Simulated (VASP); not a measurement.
BaTiO3, 5 atoms in the cell. The typed cell holds 5 atoms: a = 4.060 Å, b = 4.060 Å, c = 4.060 Å, α = 89.70°, β = 90.30°, γ = 90.30°. 

```yaml
Program: VASP 6.6.1
Task: single point
Functional: PBE
Potentials_or_basis: VASP PAW PBE potentials, release 64 (Ba_sv, Ti_sv, O)
Cutoff: 520 eV
k_mesh: 7 × 7 × 7
Occupations: fermi-dirac, width 0.05 eV
Spin: no spin polarisation
Dipole_correction: no
Further_INCAR_settings: ALGO = Normal; EDIFF = 1e-06; NBANDS = 28
```

Potentials or basis: VASP PAW PBE potentials, release 64 (Ba_sv, Ti_sv, O).

Command:

```sh
$ cat potpaw_PBE.64/Ba_sv/POTCAR potpaw_PBE.64/Ti_sv/POTCAR potpaw_PBE.64/O/POTCAR > POTCAR
$ mpirun -np 1 vasp_std > vasp.out
```

Hardware: 1 thread of Oxide Virtual Turin-like Processor, on a shared host.

Question: How long does it take, and how much memory?

Answer: Wall time 4 min on 1 thread of Oxide Virtual Turin-like Processor, with other jobs on the host, peak memory 0.38 GiB. Counts: scf iterations 15, k points 172.
